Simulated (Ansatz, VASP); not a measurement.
## GaSb3 in VASP and in Ansatz

```
CELL_PARAMETERS angstrom
0.00000 3.64813 3.64813
3.64813 0.00000 3.64813
3.64813 3.64813 0.00000
ATOMIC_POSITIONS crystal
Ga 0.03728 0.96272 0.96272
Sb 0.24585 0.25415 0.25415
Sb 0.72118 0.77882 0.77882
Sb 0.51162 0.48838 0.48838
```

Change from the starting cell: mode 4 frozen in at -0.090 Å and mode 7 at -0.272 Å (largest displacements).

Alike in both runs: task single point; functional PBE; dispersion D3(BJ); k mesh 10 × 10 × 10; occupations gaussian, width 0.15 eV; no spin polarisation.

```csv
,VASP,Ansatz
version,VASP 6.6.1,Ansatz 0.2.0
potentials or method,"VASP PAW PBE potentials, release 64 (Ga_d, Sb), cutoff 520 eV","scalar-relativistic, plane waves, PAW"
valence electrons in the cell,28,58
```

|  | VASP | Ansatz | Ansatz less VASP |
| --- | --- | --- | --- |
| gap on the k mesh at the Fermi level (eV) | none | none | - |
| pressure (GPa) | 1.7 | 1.8 | +0.07 |
| traceless stress, the component that is largest in VASP (GPa) | -0.97 | -0.95 | +0.014 |
| rms of the force components (eV/Å) | 0.245 | 0.240 | -0.0049 |

Atom by atom the forces differ by 0.006 eV/Å (rms over components). A gap of «none» marks a metal or a gap that the smearing closes. VASP's potentials hold 28 valence electrons a cell and Ansatz's 58, so a difference there can come from the potentials and not from the codes.

Spin-orbit coupling is off throughout.
